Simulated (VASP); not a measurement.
# SnSe2 (P-3m1) in VASP: notebook

SnSe2 is run at these levels: PBE+D3(BJ); tasks: single point.

Everything below comes from runs of VASP 6.6.1. Logs are shortened: lines on timing, memory, paths and dates and some standing lists are left out, and cuts for length are marked.

### 1 The cell of the first run

It takes space group P-3m1 (No. 164, trigonal). Conventional cell: a = 3.552 Å, b = 3.552 Å, c = 6.276 Å, α = 90.00°, β = 90.00°, γ = 120.00°. Within 3.6 Å of Sn (site symmetry -3m) lie 6 Se at 2.64 Å and 6 Sn at 3.55 Å. Within 3.6 Å of Se (site symmetry 3m) lie 3 Sn at 2.64 Å and 9 Se at 3.55 to 3.59 Å.

### 2 Single point, PBE+D3(BJ) (22.85 Å³/atom)

INCAR

```
SYSTEM = SnSe2
PREC = Accurate ; ENCUT = 500
EDIFF = 1E-6 ; ISMEAR = 0
SIGMA = 0.03 ; LREAL = .False.
LASPH = .True. ; NELM = 120
ALGO = Normal ; ISIF = 2
LWAVE = .False. ; LCHARG = .False.
GGA = PE ; IVDW = 12
NBANDS = 20 ; GGA_COMPAT = .False.
```

KPOINTS

```
regular mesh
0
Gamma
  12 12 6
  0 0 0
```

POSCAR

```
SnSe2
1.0
    3.5517873689      0.0000000000      0.0000000000
   -1.7758936845      3.0759380903      0.0000000000
    0.0000000000      0.0000000000      6.2756531022
Sn Se
1 2
Direct
    0.0000000000      0.0000000000      0.0000000000
    0.3333333333      0.6666666667      0.2651331237
    0.6666666667      0.3333333333      0.7348668763
```

Potentials or basis: VASP PAW PBE potentials, release 64 (Sn_d, Se).

Launch:

```console
$ cat potpaw_PBE.64/Sn_d/POTCAR potpaw_PBE.64/Se/POTCAR > POTCAR
$ mpirun -np 1 vasp_std > vasp.out
```

OUTCAR:

```text
SYSTEM = SnSe2
   PREC = Accurate
   ENCUT = 500
   EDIFF = 1E-6
   ISMEAR = 0
   LREAL = .False.
   LASPH = .True.
   NELM = 120
   ISIF = 2
   GGA = PE
   IVDW = 12
 IVDW          = 12

 ion  position               nearest neighbor table
   1  0.000  0.000  0.000-   2 2.64   3 2.64   3 2.64   2 2.64   3 2.64   2 2.64
   2  0.333  0.667  0.265-   1 2.64   1 2.64   1 2.64
   3  0.667  0.333  0.735-   1 2.64   1 2.64   1 2.64

  LATTYP: Found a hexagonal cell.
 ALAT       =     3.5517873689
 C/A-ratio  =     1.7669000000

  Lattice vectors:

 A1 = (   3.5517873689,   0.0000000000,   0.0000000000)
 A2 = (  -1.7758936845,   3.0759380903,   0.0000000000)
 A3 = (   0.0000000000,   0.0000000000,   6.2756531022)

Analysis of symmetry for initial positions (statically):
=====================================================================
 Subroutine PRICEL returns:
 Original cell was already a primitive cell.

 Routine SETGRP: Setting up the symmetry group for a
 hexagonal supercell.

 Subroutine GETGRP returns: Found 12 space group operations
 (whereof 12 operations were pure point group operations)
 out of a pool of 24 trial point group operations.

The static configuration has the point symmetry D_3d.

Analysis of symmetry for dynamics (positions and initial velocities):
=====================================================================
 Subroutine PRICEL returns:
 Original cell was already a primitive cell.

 Routine SETGRP: Setting up the symmetry group for a
 hexagonal supercell.

 Subroutine GETGRP returns: Found 12 space group operations
 (whereof 12 operations were pure point group operations)
 out of a pool of 24 trial point group operations.

The dynamic configuration has the point symmetry D_3d.

 Subroutine INISYM returns: Found 12 space group operations
 (whereof 12 operations are pure point group operations),
 and found     1 'primitive' translations

----------------------------------------------------------------------------------------

                                     Primitive cell

  volume of cell :      68.5620

  direct lattice vectors                    reciprocal lattice vectors
     3.551787369  0.000000000  0.000000000     0.281548386  0.162552036  0.000000000
    -1.775893684  3.075938090  0.000000000     0.000000000  0.325104073  0.000000000
     0.000000000  0.000000000  6.275653102     0.000000000  0.000000000  0.159345965

  length of vectors
     3.551787369  3.551787369  6.275653102     0.325104073  0.325104073  0.159345965

  position of ions in fractional coordinates (direct lattice)
     0.000000000  0.000000000  0.000000000
     0.333333333  0.666666667  0.265133124
     0.666666667  0.333333333  0.734866876

  ion indices of the primitive-cell ions
   primitive index   ion index
                 1           1
                 2           2
                 3           3

----------------------------------------------------------------------------------------

 KPOINTS: regular mesh

Automatic generation of k-mesh.
 Grid dimensions read from file:
 generate k-points for:   12   12    6

 Generating k-lattice:

  Cartesian coordinates                     Fractional coordinates (reciprocal lattice)
     0.023462365  0.013546003  0.000000000     0.083333333 -0.000000000  0.000000000
     0.000000000  0.027092006  0.000000000     0.000000000  0.083333333  0.000000000
     0.000000000  0.000000000  0.026557661     0.000000000  0.000000000  0.166666667

  Length of vectors
     0.027092006  0.027092006  0.026557661

  Shift w.r.t. Gamma in fractional coordinates (k-lattice)
     0.000000000  0.000000000  0.000000000

 Subroutine IBZKPT returns following result:
 ===========================================

 Found    100 irreducible k-points:

 Following reciprocal coordinates:
            Coordinates               Weight
  0.000000  0.000000  0.000000      1.000000
  0.083333  0.000000  0.000000      6.000000
  0.166667  0.000000  0.000000      6.000000
  0.250000  0.000000  0.000000      6.000000
  0.333333  0.000000  0.000000      6.000000
  0.416667  0.000000  0.000000      6.000000
[... 16 lines left out ...]
  0.166667  0.000000  0.166667      6.000000
  0.000000  0.166667  0.166667      6.000000
 [... further k-points ...]
   k-points           NKPTS =    100   k-points in BZ     NKDIM =    100   number of bands    NBANDS=     20
   number of dos      NEDOS =    301   number of ions     NIONS =      3
   total plane-waves  NPLWV =  37632
   dimension x,y,z NGX =    28 NGY =   28 NGZ =   48
   dimension x,y,z NGXF=    56 NGYF=   56 NGZF=   96
   ions per type =               1   2
   NGX,Y,Z   is equivalent  to a cutoff of  13.11, 13.11, 12.72 a.u.
   NGXF,Y,Z  is equivalent  to a cutoff of  26.21, 26.21, 25.43 a.u.
 SYSTEM =  SnSe2
   PREC   = accura    normal or accurate (medium, high low for compatibility)
   ISTART =      0    job   : 0-new  1-cont  2-samecut
   ICHARG =      2    charge: 1-file 2-atom 10-const
   ISPIN  =      1    spin polarized calculation?
   LNONCOLLINEAR =      F non collinear calculations
   LSORBIT =      F    spin-orbit coupling
   LASPH  =      T    aspherical Exc in radial PAW
   ENCUT  =  500.0 eV  36.75 Ry    6.06 a.u.   6.48  6.48 11.44*2*pi/ulx,y,z
   NELM   =    120;   NELMIN=  2; NELMDL= -5     # of ELM steps
   EDIFF  = 0.1E-05   stopping-criterion for ELM
   LREAL  =      F    real-space projection
   EDIFFG = 0.1E-04   stopping-criterion for IOM
   NSW    =      0    number of steps for IOM
   IBRION =     -1    ionic relax: 0-MD 1-quasi-New 2-CG
   NFREE  =      0    steps in history (QN), initial steepest desc. (CG)
   ISIF   =      2    stress and relaxation
   ISYM   =      2    0-nonsym 1-usesym 2-fastsym
   POTIM  = 0.5000    time-step for ionic-motion
   TEBEG  =    0.0;   TEEND  =   0.0 temperature during run
   PSTRESS=    0.0 pullay stress
   NELECT =      26.0000    total number of electrons
   NUPDOWN=      -1.0000    fix difference up-down
   EMIN   =  10.00;   EMAX   =-10.00  energy-range for DOS
   EFERMI =   0.00;   METHOD = LEGACY
   ISMEAR =     0;   SIGMA  =   0.03  broadening in eV -4-tet -1-fermi 0-gaus
   EFERMI_NEDOS =   21; number of points for ismear=-14 and -15
   IALGO  =     38    algorithm
   IMIX   =      4    mixing-type and parameters
     AMIX     =   0.40;   BMIX     =  1.00
     AMIX_MAG =   1.60;   BMIX_MAG =  1.00
  volume/ion in A,a.u.               =      22.85       154.23
  Fermi-wavevector in a.u.,A,eV,Ry     =   1.184963  2.239255 19.104448  1.404137
  Thomas-Fermi vector in A             =   2.321166
   LORBIT       =      0    0 simple, 1 ext, 2 COOP (PROOUT), +10 PAW based schemes
   GGA     = PE    functional components
   LHFCALC =     F    Hartree Fock is set to
   AEXX    =    0.0000 exact exchange contribution
   IVDW    =    12    specifies the selected vdW correction
   LEPSILON=     F    determine dielectric tensor
   LRPA    =     F    only Hartree local field effects (RPA)
 non-spin polarized calculation
 Gauss-broadening in eV      SIGMA  =   0.03
  energy-cutoff  :      500.00
  volume of cell :       68.56
 maximum number of plane-waves:      1766
 NGX is ok and might be reduce to    28
   NGX = 13   NGY = 13   NGZ = 23

 number of electron      25.9999989 magnetization

 Free energy of the ion-electron system (eV)
  ---------------------------------------------------
  ext. energy  EPLUGINS =         0.00000000
  ---------------------------------------------------
  free energy    TOTEN  =       -11.27674032 eV

  energy without entropy =      -11.27664448  energy(sigma->0) =      -11.27669240

 E-fermi :   5.9832     XC(G=0): -10.0845

 val. band max:        5.9510577733   @ k =   0.0833   0.0000   0.1667
 cond. band min:       6.0022958431   @ k =   0.5000   0.0000   0.5000
 fundamental gap:      0.0512380699
 Fermi energy:         5.9832251375

 k-point     1 :       0.0000    0.0000    0.0000
  band No.  band energies     occupation
      1     -15.8575      2.00000
      2     -15.8575      2.00000
      3     -15.7847      2.00000
      4     -15.7588      2.00000
      5     -15.7588      2.00000
      6      -9.1366      2.00000
[... 12 lines left out ...]
     19      15.1171      0.00000
     20      15.1171      0.00000

 k-point     2 :       0.0833    0.0000    0.0000
  band No.  band energies     occupation
      1     -15.8614      2.00000
      2     -15.8514      2.00000
      3     -15.7808      2.00000
      4     -15.7639      2.00000
      5     -15.7593      2.00000
      6      -9.0495      2.00000
[... 12 lines left out ...]
     19      14.1761      0.00000
     20      15.2106      0.00000

 k-point     3 :       0.1667    0.0000    0.0000
  band No.  band energies     occupation
      1     -15.8737      2.00000
      2     -15.8354      2.00000
      3     -15.7784      2.00000
      4     -15.7681      2.00000
      5     -15.7601      2.00000
      6      -8.7925      2.00000
[... 12 lines left out ...]
     19      14.0835      0.00000
     20      14.9511      0.00000

 k-point     4 :       0.2500    0.0000    0.0000
  band No.  band energies     occupation
      1     -15.8935      2.00000
      2     -15.8161      2.00000
      3     -15.7939      2.00000
      4     -15.7584      2.00000
      5     -15.7518      2.00000
      6      -8.3820      2.00000
[... 12 lines left out ...]
     19      14.6616      0.00000
     20      15.0649      0.00000

 k-point     5 :       0.3333    0.0000    0.0000
  band No.  band energies     occupation
      1     -15.9155      2.00000
      2     -15.8077      2.00000
      3     -15.8029      2.00000
      4     -15.7505      2.00000
      5     -15.7348      2.00000
      6      -7.8583      2.00000
[... 12 lines left out ...]
     19      14.7647      0.00000
     20      15.9301      0.00000
[... 353 lines left out ...]
      6      -9.0022      2.00000
[... 12 lines left out ...]
     19      13.9458      0.00000
     20      15.2556      0.00000

 k-point    22 :       0.0000    0.0833    0.1667
  band No.  band energies     occupation
      1     -15.8614      2.00000
      2     -15.8514      2.00000
      3     -15.7808      2.00000
      4     -15.7639      2.00000
      5     -15.7593      2.00000
      6      -9.0020      2.00000
[... 12 lines left out ...]
     19      14.0629      0.00000
     20      14.9148      0.00000

 k-point    23 :       0.1667    0.0000    0.1667
  band No.  band energies     occupation
      1     -15.8737      2.00000
      2     -15.8354      2.00000
      3     -15.7784      2.00000
      4     -15.7681      2.00000
      5     -15.7601      2.00000
      6      -8.7460      2.00000
[... 12 lines left out ...]
     19      14.3757      0.00000
     20      14.5914      0.00000

 k-point    24 :       0.0000    0.1667    0.1667
  band No.  band energies     occupation
      1     -15.8737      2.00000
      2     -15.8354      2.00000
      3     -15.7785      2.00000
      4     -15.7680      2.00000
      5     -15.7601      2.00000
      6      -8.7451      2.00000
[... 12 lines left out ...]
     19      13.8863      0.00000
     20      15.1805      0.00000

 [... further k-points ...]

------------------------ aborting loop because EDIFF is reached ----------------------------------------

 Edisp (eV)   -1.22302

 E8    (eV) :    -0.5340

  FORCE on cell =-STRESS in cart. coord.  units (eV):
  Direction    XX          YY          ZZ          XY          YZ          ZX
  --------------------------------------------------------------------------------------
  -------------------------------------------------------------------------------------
  Total       5.75896     5.75896     1.16574    -0.00000    -0.00000     0.00000
  in kB     134.57716   134.57716    27.24139    -0.00000    -0.00000     0.00000
  external pressure =       98.80 kB  Pullay stress =        0.00 kB

 VOLUME and BASIS-vectors are now :
 -----------------------------------------------------------------------------
  energy-cutoff  :      500.00
  volume of cell :       68.56
      direct lattice vectors                 reciprocal lattice vectors
     3.551787369  0.000000000  0.000000000     0.281548386  0.162552036  0.000000000
    -1.775893684  3.075938090  0.000000000     0.000000000  0.325104073  0.000000000
     0.000000000  0.000000000  6.275653102     0.000000000  0.000000000  0.159345965

 POSITION                                       TOTAL-FORCE (eV/Angst)
 -----------------------------------------------------------------------------------
      0.00000      0.00000      0.00000         0.000000      0.000000      0.000000
     -0.00000      2.05063      1.66388         0.000000      0.000000      0.285322
      1.77589      1.02531      4.61177        -0.000000     -0.000000     -0.285322
 -----------------------------------------------------------------------------------
    total drift:                               -0.000000      0.000000      0.000000

  FREE ENERGIE OF THE ION-ELECTRON SYSTEM (eV)
  ---------------------------------------------------
  free  energy   TOTEN  =       -12.4997598666 eV

  energy  without entropy=      -12.4996640292  energy(sigma->0) =      -12.49971195
```

Run time: 98 s. Hardware: 1 thread of Intel Xeon Platinum 8488C (Sapphire Rapids), shared host; peak memory 0.28 GiB.

Results:

```yaml
Free_energy: -12.4998 eV
Pressure: 9.9 GPa
Largest_force: 0.285 eV/Å
Band_gap_on_the_k_mesh: 0.05 eV (least direct gap 1.00 eV)
Dispersion_energy_per_atom: -0.408 eV
```

Forces in eV/Å, atoms in the order of the input:
```
Sn   0.000  0.000  0.000
Se   0.000  0.000  0.285
Se   0.000  0.000 -0.285
```

Caveat: the cell stands under pressure; spin-orbit coupling is left out, which moves the levels of the heavy elements.

### 3 Single point, PBE+D3(BJ) (22.85 Å³/atom)

INCAR

```
PREC = Accurate
ENCUT = 500
EDIFF = 1E-6
ISMEAR = 0
SIGMA = 0.03
LREAL = False
LASPH = True
NELM = 120
ALGO = Normal
ISIF = 2
LWAVE = False
LCHARG = True
GGA = PE
IVDW = 12
LELF = True
LVHAR = True
NBANDS = 20
GGA_COMPAT = False
```

KPOINTS

```
regular mesh
0
Gamma
  12 12 6
```

POSCAR

```
SnSe2
1.0
    3.6983414550      0.0000000000      0.0000000000
   -1.8491707275      3.2028576518      0.0000000000
    0.0000000000      0.0000000000      5.7881374399
Sn Se
1 2
Direct
    0.0000000000      0.0000000000      0.0000000000
    0.3333333333      0.6666666667      0.2651331237
    0.6666666667      0.3333333333      0.7348668763
```

Potentials or basis: VASP PAW PBE potentials, release 64 (Sn_d, Se).

Launch:

```console
$ cat potpaw_PBE.64/Sn_d/POTCAR potpaw_PBE.64/Se/POTCAR > POTCAR
$ mpirun -np 1 vasp_std > vasp.out
```

It took 90 s on 1 thread of Intel Xeon Platinum 8488C (Sapphire Rapids), shared host; peak memory 0.26 GiB.

It converged, with:

```yaml
Free_energy: -12.6667 eV
Pressure: 10.0 GPa
Largest_force: 1.072 eV/Å
Band_gap_on_the_k_mesh: 0.44 eV (least direct gap 1.30 eV)
Dispersion_energy_per_atom: -0.409 eV
```

Forces in eV/Å, atoms in the order of the input:
```
Sn   0.000  0.000  0.000
Se   0.000  0.000  1.072
Se   0.000  0.000 -1.072
```

Stress tensor (GPa, compression positive):
```
 9.92  0.00  0.00
 0.00  9.92  0.00
 0.00  0.00 10.09
```

Levels at points of the mesh, in eV from the valence-band top:
```
           k point  band 11  band 12  band 13  band 14  band 15  band 16
(0.00, 0.00, 0.00)    -0.68    -0.68    -0.07     1.23     2.88     4.66
(0.50, 0.00, 0.00)    -3.16    -2.04    -0.48     1.22     3.56     4.82
(0.00, 0.00, 0.50)    -1.08    -0.38    -0.38     2.90     2.90     4.19
(0.50, 0.00, 0.50)    -2.33    -1.35    -1.21     0.77     3.85     4.46
```

Caveat: the cell stands under pressure; spin-orbit coupling is left out, which moves the levels of the heavy elements; forces of over 1 eV/Å act on the atoms, so gaps and moduli don't describe the material at rest. A k mesh can miss the band edges.

### 4 Single point, PBE+D3(BJ) (24.22 Å³/atom)

This run uses another cell than the first one, of 24.22 Å³/atom.

INCAR

```
SYSTEM = SnSe2
ALGO = Normal ; EDIFF = 1E-6
ENCUT = 500 ; GGA = PE
GGA_COMPAT = .FALSE. ; ISIF = 2
ISMEAR = 0 ; IVDW = 12
LASPH = .TRUE. ; LCHARG = .FALSE.
LREAL = .FALSE. ; LWAVE = .FALSE.
NBANDS = 20 ; NELM = 120
PREC = Accurate ; SIGMA = 0.03
```

KPOINTS

```
k-points
0
G
  12 12 6
  0 0 0
```

POSCAR

```
SnSe2
1.0
    3.8475583241      0.0000000000      0.0000000000
   -1.9237791621      3.3320832512      0.0000000000
    0.0000000000      0.0000000000      5.6670686555
Sn Se
1 2
Direct
    0.0000000000      0.0000000000      0.0000000000
    0.3333333333      0.6666666667      0.2651331237
    0.6666666667      0.3333333333      0.7348668763
```

Launch:

```console
$ cat potpaw_PBE.64/Sn_d/POTCAR potpaw_PBE.64/Se/POTCAR > POTCAR
$ mpirun -np 1 vasp_std > vasp.out
```

Wall time 84 s (1 thread of Intel Xeon Platinum 8488C (Sapphire Rapids), shared host); peak memory 0.27 GiB.

The run converged. Its results:

| Item | Value |
| --- | --- |
| Free energy | -12.8122 eV |
| Pressure | 4.3 GPa |
| Largest force | 0.780 eV/Å |
| Band gap on the k mesh | 0.17 eV (least direct gap 0.38 eV) |
| Dispersion energy per atom | -0.385 eV |

Forces in eV/Å, atoms in the order of the input:
```
Sn   0.000  0.000  0.000
Se   0.000  0.000  0.780
Se   0.000  0.000 -0.780
```

Stress tensor (GPa, compression positive):
```
3.18 0.00 0.00
0.00 3.18 0.00
0.00 0.00 6.49
```

Levels at points of the mesh, in eV from the valence-band top:
| k point | band 11 | band 12 | band 13 | band 14 | band 15 | band 16 |
| --- | --- | --- | --- | --- | --- | --- |
| (0.00, 0.00, 0.00) | -1.19 | -1.19 | -0.02 | 0.35 | 2.26 | 4.11 |
| (0.50, 0.00, 0.00) | -3.45 | -2.04 | -0.72 | 0.84 | 3.21 | 4.67 |
| (0.00, 0.00, 0.50) | -1.54 | -0.84 | -0.84 | 2.04 | 2.23 | 3.55 |
| (0.50, 0.00, 0.50) | -2.25 | -1.54 | -1.54 | 0.69 | 3.80 | 4.44 |

Caveat: the cell stands under pressure; spin-orbit coupling is left out, which moves the levels of the heavy elements. A k mesh can miss the band edges.

### 5 Overview

```csv
cell,gap on the mesh (eV),pressure (GPa),largest force (eV/Å)
"a = 3.552, b = 3.552, c = 6.276 Å, angles 90.0, 90.0, 120.0°, 3 atoms",0.05,9.9,0.29
"a = 3.698, b = 3.698, c = 5.788 Å, angles 90.0, 90.0, 120.0°, 3 atoms",0.44,10.0,1.07
"a = 3.848, b = 3.848, c = 5.667 Å, angles 90.0, 90.0, 120.0°, 3 atoms",0.17,4.3,0.78
```

Alike in all rows: task single point; level PBE+D3(BJ); potentials or basis VASP PAW PBE potentials, release 64 (Sn_d, Se); no spin polarisation; k mesh 12 × 12 × 6; cutoff (eV) 500; smearing gaussian 0.03 eV.

Caveats: the cell stands under pressure; spin-orbit coupling is left out, which moves the levels of the heavy elements; forces of over 1 eV/Å act on the atoms, so gaps and moduli don't describe the material at rest (at least some runs).

Absolute energies hang on the potentials; compare differences alone.
